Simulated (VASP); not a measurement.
# MgCd5S6 (P-3m1) in VASP: a series of runs

MgCd5S6 is run at these levels: PBE; tasks: single point, relaxation of cell and atoms.

All numbers are computed with VASP 6.6.1; they aren't measurements. Logs are shortened: lines on timing, memory, paths and dates and some standing lists are left out, and cuts for length are marked.

### Step 1. The cell of the first run

Symmetry: P-3m1, No. 164, trigonal system. Conventional cell: a = 3.858 Å, b = 3.858 Å, c = 18.916 Å, α = 90.00°, β = 90.00°, γ = 120.00°. Within 3.5 Å of Mg (site symmetry -3m) lie 6 S at 2.66 Å. Within 3.6 Å of Cd (site symmetry -3m) lie 6 S at 2.74 Å. Cd (site symmetry 3m) has 6 S at 2.74 Å within 3.6 Å. Cd (site symmetry 3m) has 6 S at 2.74 to 2.75 Å within 3.6 Å. Within 3.6 Å of S (site symmetry 3m) lie 6 Cd at 2.74 Å. Within 3.6 Å of S (site symmetry 3m) lie 6 Cd at 2.74 Å. S (site symmetry 3m) has 3 Mg at 2.66 Å and 3 Cd at 2.75 Å within 3.5 Å.

### Step 2. Single point, PBE

INCAR reads:

```
SYSTEM = MgCd5S6
ALGO = Normal
EDIFF = 1E-6
ENCUT = 600
GGA = PE
GGA_COMPAT = .FALSE.
ISIF = 2
ISMEAR = 0
LASPH = .TRUE.
LCHARG = .TRUE.
LELF = .TRUE.
LREAL = .FALSE.
LVHAR = .TRUE.
LWAVE = .FALSE.
NBANDS = 61
NELM = 120
PREC = Accurate
SIGMA = 0.1
```

KPOINTS reads:

```
k-points
0
G
  6 6 1
  0 0 0
```

POSCAR reads:

```
MgCd5S6
1.0
    3.8576054285     -0.0000000028      0.0000000000
   -1.9288027118      3.3407843002      0.0000000000
    0.0000000000      0.0000000000     18.9155347324
Mg Cd S
1 5 6
Direct
    0.0000000000      0.0000000000      0.5000000000
    0.0000000000      0.0000000000      0.0000000000
    0.3333333333      0.6666666667      0.8311541948
    0.6666666667      0.3333333333      0.6623599209
    0.3333333333      0.6666666667      0.3376400791
    0.6666666667      0.3333333333      0.1688458052
    0.6666666667      0.3333333333      0.9155511925
    0.0000000000      0.0000000000      0.7466548670
    0.3333333333      0.6666666667      0.5770758504
    0.6666666667      0.3333333333      0.4229241496
    0.0000000000      0.0000000000      0.2533451330
    0.3333333333      0.6666666667      0.0844488075
```

Potentials or basis: VASP PAW PBE potentials, release 64 (Mg, Cd, S).

The run is started by

```
$ cat potpaw_PBE.64/Mg/POTCAR potpaw_PBE.64/Cd/POTCAR potpaw_PBE.64/S/POTCAR > POTCAR
$ mpirun -np 1 vasp_std > vasp.out
```

OUTCAR:

```text
SYSTEM = MgCd5S6
   EDIFF = 1E-6
   ENCUT = 600
   GGA = PE
   ISIF = 2
   ISMEAR = 0
   LASPH = .TRUE.
   LREAL = .FALSE.
   NELM = 120
   PREC = Accurate

 ion  position               nearest neighbor table
   1  0.000  0.000  0.500-   9 2.66  10 2.66   9 2.66  10 2.66  10 2.66   9 2.66
   2  0.000  0.000  0.000-   7 2.74  12 2.74  12 2.74   7 2.74   7 2.74  12 2.74
   3  0.333  0.667  0.831-   7 2.74   7 2.74   7 2.74   8 2.74   8 2.74   8 2.74
   4  0.667  0.333  0.662-   8 2.74   8 2.74   8 2.74   9 2.75   9 2.75   9 2.75
   5  0.333  0.667  0.338-  11 2.74  11 2.74  11 2.74  10 2.75  10 2.75  10 2.75
   6  0.667  0.333  0.169-  12 2.74  12 2.74  12 2.74  11 2.74  11 2.74  11 2.74
   7  0.667  0.333  0.916-   3 2.74   3 2.74   3 2.74   2 2.74   2 2.74   2 2.74
   8  0.000  0.000  0.747-   4 2.74   4 2.74   4 2.74   3 2.74   3 2.74   3 2.74
   9  0.333  0.667  0.577-   1 2.66   1 2.66   1 2.66   4 2.75   4 2.75   4 2.75
  10  0.667  0.333  0.423-   1 2.66   1 2.66   1 2.66   5 2.75   5 2.75   5 2.75
  11  0.000  0.000  0.253-   5 2.74   5 2.74   5 2.74   6 2.74   6 2.74   6 2.74
  12  0.333  0.667  0.084-   6 2.74   6 2.74   6 2.74   2 2.74   2 2.74   2 2.74

  LATTYP: Found a hexagonal cell.
 ALAT       =     3.8576054285
 C/A-ratio  =     4.9034394738

  Lattice vectors:

 A1 = (   3.8576054285,  -0.0000000028,   0.0000000000)
 A2 = (  -1.9288027118,   3.3407843002,   0.0000000000)
 A3 = (   0.0000000000,   0.0000000000,  18.9155347324)

Analysis of symmetry for initial positions (statically):
=====================================================================
 Subroutine PRICEL returns:
 Original cell was already a primitive cell.

 Routine SETGRP: Setting up the symmetry group for a
 hexagonal supercell.

 Subroutine GETGRP returns: Found 12 space group operations
 (whereof 12 operations were pure point group operations)
 out of a pool of 24 trial point group operations.

The static configuration has the point symmetry D_3d.

Analysis of symmetry for dynamics (positions and initial velocities):
=====================================================================
 Subroutine PRICEL returns:
 Original cell was already a primitive cell.

 Routine SETGRP: Setting up the symmetry group for a
 hexagonal supercell.

 Subroutine GETGRP returns: Found 12 space group operations
 (whereof 12 operations were pure point group operations)
 out of a pool of 24 trial point group operations.

The dynamic configuration has the point symmetry D_3d.

 Subroutine INISYM returns: Found 12 space group operations
 (whereof 12 operations are pure point group operations),
 and found     1 'primitive' translations

[... 113 lines left out ...]
   IALGO  =     38    algorithm
   IMIX   =      4    mixing-type and parameters
     AMIX     =   0.40;   BMIX     =  1.00
     AMIX_MAG =   1.60;   BMIX_MAG =  1.00
  volume/ion in A,a.u.               =      20.31       137.09
  Fermi-wavevector in a.u.,A,eV,Ry     =   1.208246  2.283253 19.862567  1.459858
  Thomas-Fermi vector in A             =   2.343859
   LORBIT       =      0    0 simple, 1 ext, 2 COOP (PROOUT), +10 PAW based schemes
   GGA     = PE    functional components
   LHFCALC =     F    Hartree Fock is set to
   AEXX    =    0.0000 exact exchange contribution
   IVDW    =     0    specifies the selected vdW correction
   LEPSILON=     F    determine dielectric tensor
   LRPA    =     F    only Hartree local field effects (RPA)
 non-spin polarized calculation
 Gauss-broadening in eV      SIGMA  =   0.10
  energy-cutoff  :      600.00
  volume of cell :      243.77
 maximum number of plane-waves:      8181
 NGX is ok and might be reduce to    32
   NGX = 15   NGY = 15   NGZ = 75

 number of electron      98.0000005 magnetization

 Free energy of the ion-electron system (eV)
  ---------------------------------------------------
  ext. energy  EPLUGINS =         0.00000000
  ---------------------------------------------------
  free energy    TOTEN  =       -37.76509172 eV

  energy without entropy =      -37.76506830  energy(sigma->0) =      -37.76508001

 E-fermi :   3.1617     XC(G=0): -10.2185

 val. band max:        2.9160456770   @ k =   0.0000   0.0000   0.0000
 cond. band min:       3.4071204712   @ k =   0.5000  -0.0000   0.0000
 fundamental gap:      0.4910747942
 Fermi energy:         3.1617264866

 k-point     1 :       0.0000    0.0000    0.0000
  band No.  band energies     occupation
      1      -9.7902      2.00000
      2      -9.5642      2.00000
      3      -9.5488      2.00000
      4      -9.0372      2.00000
      5      -8.9803      2.00000
      6      -8.6459      2.00000
[... 437 lines left out ...]
     60       9.5253      0.00000
     61       9.6587      0.00000

------------------------ aborting loop because EDIFF is reached ----------------------------------------

  FORCE on cell =-STRESS in cart. coord.  units (eV):
  Direction    XX          YY          ZZ          XY          YZ          ZX
  --------------------------------------------------------------------------------------
  -------------------------------------------------------------------------------------
  Total        0.2483463      0.2483463      0.2300638      0.0000000      0.0000000     -0.0000000
  in kB        1.6322379      1.6322379      1.5120774      0.0000000      0.0000000     -0.0000000
  external PRESSURE =       1.5921844 kB  Pullay stress =       0.0000000 kB

 VOLUME and BASIS-vectors are now :
 -----------------------------------------------------------------------------
  energy-cutoff  :      600.00
  volume of cell :      243.77
      direct lattice vectors                 reciprocal lattice vectors
     3.857605428 -0.000000003  0.000000000     0.259228171  0.149665454  0.000000000
    -1.928802712  3.340784300  0.000000000     0.000000000  0.299330909  0.000000000
     0.000000000  0.000000000 18.915534732     0.000000000  0.000000000  0.052866600

 POSITION                                       TOTAL-FORCE (eV/Angst)
 -----------------------------------------------------------------------------------
      0.00000      0.00000      9.45777        -0.000000      0.000000     -0.000000
      0.00000      0.00000      0.00000        -0.000000      0.000000     -0.000000
      0.00000      2.22719     15.72173         0.000000      0.000000      0.001759
      1.92880      1.11359     12.52889        -0.000000      0.000000     -0.005641
      0.00000      2.22719      6.38664         0.000000     -0.000000      0.005641
      1.92880      1.11359      3.19381        -0.000000      0.000000     -0.001759
      1.92880      1.11359     17.31814         0.000000     -0.000000      0.000418
      0.00000      0.00000     14.12338        -0.000000     -0.000000     -0.002657
      0.00000      2.22719     10.91570         0.000000     -0.000000     -0.055795
      1.92880      1.11359      7.99984        -0.000000      0.000000      0.055795
      0.00000      0.00000      4.79216         0.000000      0.000000      0.002657
      0.00000      2.22719      1.59739         0.000000      0.000000     -0.000418
 -----------------------------------------------------------------------------------
    total drift:                               -0.000000      0.000000      0.000000

  FREE ENERGIE OF THE ION-ELECTRON SYSTEM (eV)
  ---------------------------------------------------
  free  energy   TOTEN  =       -37.7650917222 eV

  energy  without entropy=      -37.7650682965  energy(sigma->0) =      -37.76508001
```

OSZICAR:

```text
N       E                     dE             d eps       ncg     rms          rms(c)
DAV:   1     0.766521514269E+03    0.76652E+03   -0.51415E+04   854   0.168E+03
DAV:   2     0.170502928502E+02   -0.74947E+03   -0.71806E+03   929   0.389E+02
DAV:   3    -0.402475989242E+02   -0.57298E+02   -0.56636E+02   965   0.103E+02
DAV:   4    -0.412317526885E+02   -0.98415E+00   -0.98124E+00   964   0.129E+01
DAV:   5    -0.412480745291E+02   -0.16322E-01   -0.16313E-01   996   0.163E+00    0.169E+01
DAV:   6    -0.378723420758E+02    0.33757E+01   -0.74247E+00  1119   0.173E+01    0.143E+01
DAV:   7    -0.377870179758E+02    0.85324E-01   -0.29761E+00   980   0.610E+00    0.666E+00
DAV:   8    -0.377680013466E+02    0.19017E-01   -0.35283E-01   907   0.379E+00    0.116E+00
DAV:   9    -0.377653831372E+02    0.26182E-02   -0.47851E-02  1002   0.168E+00    0.237E-01
DAV:  10    -0.377649264900E+02    0.45665E-03   -0.32273E-03   952   0.368E-01    0.115E-01
DAV:  11    -0.377649996397E+02   -0.73150E-04   -0.69509E-04   951   0.110E-01    0.924E-02
DAV:  12    -0.377650778702E+02   -0.78231E-04   -0.16364E-04   965   0.471E-02    0.492E-02
DAV:  13    -0.377650917569E+02   -0.13887E-04   -0.86621E-05   917   0.423E-02    0.975E-03
DAV:  14    -0.377650917222E+02    0.34610E-07   -0.59968E-06   858   0.115E-02
   1 F= -.37765092E+02 E0= -.37765080E+02  d E =-.234258E-04
```

It took 3.3 min on 1 thread of Oxide Virtual Turin-like, shared host; peak memory 0.41 GiB.

Results:

```
Free energy            : -37.7651 eV
Pressure               : 0.2 GPa
Largest force          : 0.056 eV/Å
Band gap on the k mesh : 0.49 eV (least direct gap 0.57 eV)
```

Forces in eV/Å, atoms in the order of the input:
```
Mg   0.000  0.000  0.000
Cd   0.000  0.000  0.000
Cd   0.000  0.000  0.002
Cd   0.000  0.000 -0.006
Cd   0.000  0.000  0.006
Cd   0.000  0.000 -0.002
S    0.000  0.000  0.000
S    0.000  0.000 -0.003
S    0.000  0.000 -0.056
S    0.000  0.000  0.056
S    0.000  0.000  0.003
S    0.000  0.000  0.000
```

Caveat: semilocal functionals underestimate gaps, and a narrow one can read as zero. A k mesh can miss the band edges.

### Step 3. Single point, PBE

This run uses another cell than the first one, of 23.22 Å³/atom.

INCAR reads:

```
PREC     = Accurate       # precision mode
ENCUT    = 600            # plane-wave cutoff, eV
EDIFF    = 1E-6           # SCF threshold, eV
ISMEAR   = 0              # smearing method
SIGMA    = 0.1            # smearing width, eV
LREAL    = F              # projectors in reciprocal space
LASPH    = T              # aspherical terms in the spheres
NELM     = 120            # most SCF steps
ALGO     = Normal         # electronic algorithm
ISIF     = 2              # what is computed and relaxed
LWAVE    = F              # write WAVECAR
LCHARG   = F              # write CHGCAR
GGA      = PE             # functional
NBANDS   = 61             # bands
GGA_COMPAT= F
```

KPOINTS reads:

```
regular mesh
0
Gamma
  6 6 1
```

POSCAR reads:

```
MgCd5S6
1.0
    4.0346267500      0.0000000000      0.0000000000
   -2.0173133700      3.4940892600      0.0000000000
    0.0000000000      0.0000000000     19.7655536800
Mg Cd S
1 5 6
Direct
    0.0000000000      0.0000000000      0.5000000000
    0.0000000000      0.0000000000      0.0000000000
    0.3333333300      0.6666666700      0.8333333300
    0.6666666700      0.3333333300      0.6666666700
    0.3333333300      0.6666666700      0.3333333300
    0.6666666700      0.3333333300      0.1666666700
    0.6666666700      0.3333333300      0.9166666700
    0.0000000000      0.0000000000      0.7500000000
    0.3333333300      0.6666666700      0.5833333300
    0.6666666700      0.3333333300      0.4166666700
    0.0000000000      0.0000000000      0.2500000000
    0.3333333300      0.6666666700      0.0833333300
```

Potentials or basis: VASP PAW PBE potentials, release 64 (Mg, Cd, S).

The run is started by

```
$ cat potpaw_PBE.64/Mg/POTCAR potpaw_PBE.64/Cd/POTCAR potpaw_PBE.64/S/POTCAR > POTCAR
$ mpirun -np 1 vasp_std > vasp.out
```

It took 3.7 min on 1 thread of Oxide Virtual Turin-like, shared host; peak memory 0.43 GiB.

Results (log left out):

```
Free energy            : -36.8704 eV
Pressure               : -6.9 GPa
Largest force          : 0.413 eV/Å
Band gap on the k mesh : 0.46 eV (least direct gap 0.50 eV)
```

Forces on the atoms (eV/Å):
```
Mg   0.000  0.000  0.000
Cd   0.000  0.000  0.000
Cd   0.000  0.000  0.006
Cd   0.000  0.000 -0.023
Cd   0.000  0.000  0.023
Cd   0.000  0.000 -0.006
S    0.000  0.000 -0.001
S    0.000  0.000 -0.015
S    0.000  0.000 -0.413
S    0.000  0.000  0.413
S    0.000  0.000  0.015
S    0.000  0.000  0.001
```

Levels at points of the mesh, in eV from the valence-band top:
| k point | band 46 | band 47 | band 48 | band 49 | band 50 | band 51 | band 52 | band 53 |
| --- | --- | --- | --- | --- | --- | --- | --- | --- |
| (0.00, 0.00, 0.00) | -0.08 | -0.08 | 0.00 | 0.00 | 0.61 | 2.11 | 2.31 | 3.45 |
| (0.50, 0.00, 0.00) | -0.64 | -0.45 | -0.05 | -0.04 | 0.46 | 1.54 | 1.89 | 3.54 |

Caveat: the cell stands under tension; semilocal functionals underestimate gaps, and a narrow one can read as zero. A k mesh can miss the band edges.

### Step 4. Relaxation of cell and atoms, PBE

This run uses another cell than the first one, of 23.22 Å³/atom.

INCAR reads:

```
PREC = Accurate
ENCUT = 600
EDIFF = 1E-7
ISMEAR = 0
SIGMA = 0.1
LREAL = False
LASPH = True
NELM = 120
ALGO = Normal
ISIF = 3
LWAVE = False
LCHARG = False
GGA = PE
IBRION = 2
NSW = 90
EDIFFG = -0.04
GGA_COMPAT = False
NELMIN = 4
```

KPOINTS reads:

```
Automatic mesh
0
Gamma
  6 6 1
```

POSCAR is that of step 3.

The run is started by

```
$ cat potpaw_PBE.64/Mg/POTCAR potpaw_PBE.64/Cd/POTCAR potpaw_PBE.64/S/POTCAR > POTCAR
$ mpirun -np 1 vasp_std > vasp.out
```

Wall time 31 min (1 thread of Oxide Virtual Turin-like, shared host); peak memory 0.49 GiB.

It converged, with:

* Free energy: -37.7765 eV
* Relaxed volume: 20.37 Å³/atom
* Relaxed cell: a = 3.861 Å, b = 3.861 Å, c = 18.932 Å, α = 90.00°, β = 90.00°, γ = 120.00°
* Space group after relaxing (to 0.1 Å): P-3m1 (No. 164)
* Energy gained by relaxing: 75.5 meV/atom
* Ionic steps: 12
* Pressure after relaxing: 0.0 GPa
* Largest force after relaxing: 0.030 eV/Å
* Band gap on the k mesh: 0.49 eV (least direct gap 0.57 eV)

Forces on the atoms (eV/Å):
```
Mg   0.000  0.000  0.000
Cd   0.000  0.000  0.000
Cd   0.000  0.000 -0.013
Cd   0.000  0.000 -0.004
Cd   0.000  0.000  0.004
Cd   0.000  0.000  0.013
S    0.000  0.000 -0.030
S    0.000  0.000  0.015
S    0.000  0.000 -0.004
S    0.000  0.000  0.004
S    0.000  0.000 -0.015
S    0.000  0.000  0.030
```

The path:
| step | energy change (eV) | largest force (eV/Å) | pressure (GPa) | volume (Å³) |
| --- | --- | --- | --- | --- |
| 1 | 0.0000 | 0.4132 | -6.93 | 278.64 |
| 2 | -0.8151 | 0.5506 | 1.57 | 240.08 |
| 3 | -0.8361 | 0.5299 | 0.12 | 244.67 |
| 4 | -0.8596 | 0.3607 | 0.10 | 244.54 |
| 5 | -0.8825 | 0.2522 | 0.10 | 244.22 |
| 6 | -0.8909 | 0.1425 | -0.10 | 244.84 |
| 7 | -0.8950 | 0.1312 | -0.36 | 245.67 |
| 8 | -0.8995 | 0.1014 | 0.19 | 243.76 |
| 9 | -0.8996 | 0.1008 | 0.20 | 243.73 |
| 10 | -0.9033 | 0.0659 | 0.11 | 243.98 |
| 11 | -0.9052 | 0.0585 | 0.00 | 244.34 |
| 12 | -0.9061 | 0.0299 | -0.02 | 244.41 |

Final structure:
```
Mg Cd S
1.0
     3.86100    0.00000    0.00000
    -1.93050    3.34372    0.00000
     0.00000    0.00000   18.93159
Mg Cd S
1 5 6
Direct
  0.00000 0.00000 0.50000
  0.00000 0.00000 0.00000
  0.33333 0.66667 0.83121
  0.66667 0.33333 0.66209
  0.33333 0.66667 0.33791
  0.66667 0.33333 0.16879
  0.66667 0.33333 0.91577
  0.00000 0.00000 0.74642
  0.33333 0.66667 0.57662
  0.66667 0.33333 0.42338
  0.00000 0.00000 0.25358
  0.33333 0.66667 0.08423
```

Levels at points of the mesh, in eV from the valence-band top:
```
           k point  band 45  band 46  band 47  band 48  band 49  band 50  band 51  band 52  band 53  band 54
(0.00, 0.00, 0.00)    -0.37    -0.12    -0.12     0.00     0.00     1.14     2.64     2.89     3.64     3.78
(0.50, 0.00, 0.00)    -1.13    -0.82    -0.62    -0.08    -0.08     0.49     1.66     2.06     3.62     3.79
```

Caveat: semilocal functionals underestimate gaps, and a narrow one can read as zero. A k mesh can miss the band edges.

### Step 5. Overview

```tsv
task	cell	gap on the mesh (eV)	pressure (GPa)	largest force (eV/Å)
single point	a = 3.858, b = 3.858, c = 18.916 Å, angles 90.0, 90.0, 120.0°, 12 atoms, atomic positions A	0.49	0.2	0.06
single point	a = 4.035, b = 4.035, c = 19.766 Å, angles 90.0, 90.0, 120.0°, 12 atoms, atomic positions B	0.46	-6.9	0.41
relaxation of cell and atoms	relaxed from a = 4.035, b = 4.035, c = 19.766 Å, angles 90.0, 90.0, 120.0°, 12 atoms, atomic positions B	0.49	0.0	0.03
```

Alike in all rows: level PBE; potentials or basis VASP PAW PBE potentials, release 64 (Mg, Cd, S); no spin polarisation; k mesh 6 × 6 × 1; cutoff (eV) 600; smearing gaussian 0.1 eV.

Caveats: semilocal functionals underestimate gaps, and a narrow one can read as zero; the cell stands under tension (at least some runs).

Total energies depend on the potentials used, so only differences within one code and one set of settings carry meaning.
